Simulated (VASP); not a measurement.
Crystal: La.

```xyz
1
Lattice="3.4316 0.0000 0.0000 0.0000 3.4316 0.0000 0.0000 0.0000 3.4316" Properties=species:S:1:pos:R:3 pbc="T T T"
La    0.0000    0.0000    0.0000
```

This isn't the form of La at room conditions, which is double hcp.

| Item | Value |
| --- | --- |
| Program | VASP 6.6.1 |
| Task | relaxation of cell and atoms |
| Functional | PBE |
| Potentials or basis | VASP PAW PBE potentials, release 64 (La) |
| Cutoff | 600 eV |
| k mesh | 9 × 9 × 9 |
| Occupations | fermi-dirac, width 0.1 eV |
| Spin | no spin polarisation |

At the start: pressure -1.9 GPa; volume 40.41 Å³/atom.

Task: Where does the relaxation end?

Result: Over 3 steps the energy falls by 22.2 meV/atom and the volume is 36.86 Å³/atom (-8.8 %); space group Pm-3m (No. 221, to 0.1 Å) before and after.

The path:
```tsv
step	energy change (eV)	largest force (eV/Å)	pressure (GPa)	volume (Å³)
1	0.0000	0.0000	-1.86	40.41
2	-0.0207	0.0000	-0.55	37.73
3	-0.0222	0.0000	0.01	36.86
```

Final structure:
```xyz
1
Lattice="3.3280 0.0000 0.0000 0.0000 3.3280 0.0000 0.0000 0.0000 3.3280" Properties=species:S:1:pos:R:3 pbc="T T T"
La    0.0000    0.0000    0.0000
```
